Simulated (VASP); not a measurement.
A run of VASP 6.6.1:

The input INCAR:

```
SYSTEM = N
  ALGO = Normal
  EDIFF = 1E-6
  ENCUT = 600
  GGA = PS
  GGA_COMPAT = .FALSE.
  ISIF = 2
  ISMEAR = -1
  LASPH = .TRUE.
  LCHARG = .FALSE.
  LREAL = .FALSE.
  LWAVE = .FALSE.
  NBANDS = 12
  NELM = 120
  PREC = Accurate
  SIGMA = 0.1
```

The input KPOINTS:

```
k-points
0
G
  8 8 7
  0 0 0
```

POSCAR

```
N
1.0
    2.5607841947      0.0000000000      0.0000000000
   -1.2803920973      2.2177036700      0.0000000000
    0.0000000000      0.0000000000      2.4861075216
N
2
Direct
    0.6666666667      0.3333333333      0.2500000000
    0.3333333333      0.6666666667      0.7500000000
```

Potentials or basis: VASP PAW PBE potentials, release 64 (N).

Command:

```sh
$ cat potpaw_PBE.64/N/POTCAR > POTCAR
$ mpirun -np 1 vasp_std > vasp.out
```

Hardware: 1 thread of Intel(R) Xeon(R) Platinum 8375C CPU @ 2.90GHz (Ice Lake) (shared host).

Q: How long does it take, and how much memory?

A: Run time: 4.2 s on 1 thread of Intel(R) Xeon(R) Platinum 8375C CPU @ 2.90GHz (Ice Lake), on a shared host, peak memory 0.11 GiB. Counts: scf iterations 9, k points 40.
